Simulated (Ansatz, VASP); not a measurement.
## Be in VASP and in Ansatz

INCAR

```
SYSTEM = Be
  PREC = Accurate
  ENCUT = 520
  EDIFF = 1E-7
  ISMEAR = -1
  SIGMA = 0.05
  LREAL = .FALSE.
  LASPH = .TRUE.
  NELM = 80
  ALGO = Normal
  ISIF = 2
  LWAVE = .FALSE.
  LCHARG = .FALSE.
  GGA = PE
  NBANDS = 9
```

File KPOINTS:

```
regular mesh
0
G
  20 20 11
  0 0 0
```

Contents of POSCAR:

```
Be
1.0
    2.3147309187      0.0000000000      0.0000000000
   -1.1573654594      2.0046157785      0.0000000000
    0.0000000000      0.0000000000      3.6247477149
Be
2
Direct
    0.3333333333      0.6666666667      0.2500000000
    0.6666666667      0.3333333333      0.7500000000
```

Input for Ansatz:

```yaml
crystal:
  lattice:
    - [2.3147309187, 0.0, 0.0]
    - [-1.1573654594, 2.0046157785, 0.0]
    - [0.0, 0.0, 3.6247477149]
  atoms:
    - { symbol: Be, position: [0.3333333333, 0.6666666667, 0.25] }
    - { symbol: Be, position: [0.6666666667, 0.3333333333, 0.75] }
kpoints:
  mp_grid: { grid: [20, 20, 11] }
scf:
  occupations: { method: fermi_dirac, width: 0.05 }
hamiltonian:
  xc: pbe
  pseudopotentials: { kind: all_electron, lapw: { basis_error: 0.001 } }
output:
  forces: true
  stress: true
  eigenvalues: true
```

Change from the starting cell: volume scaled by 1.02.

Alike in both runs: task single point; functional PBE; k mesh 20 × 20 × 11; occupations fermi-dirac, width 0.05 eV; no spin polarisation.

|  | VASP | Ansatz |
| --- | --- | --- |
| version | VASP 6.6.1 | Ansatz 0.2.0 |
| potentials or method | VASP PAW PBE potentials, release 64 (Be), cutoff 520 eV | all-electron LAPW, scalar-relativistic |

|  | VASP | Ansatz | Ansatz less VASP |
| --- | --- | --- | --- |
| pressure (GPa) | -6.6 | -6.8 | -0.14 |
| traceless stress, the component that is largest in VASP (GPa) | -0.25 | -0.27 | -0.019 |

Ansatz ran all-electron here, and VASP with PAW potentials.
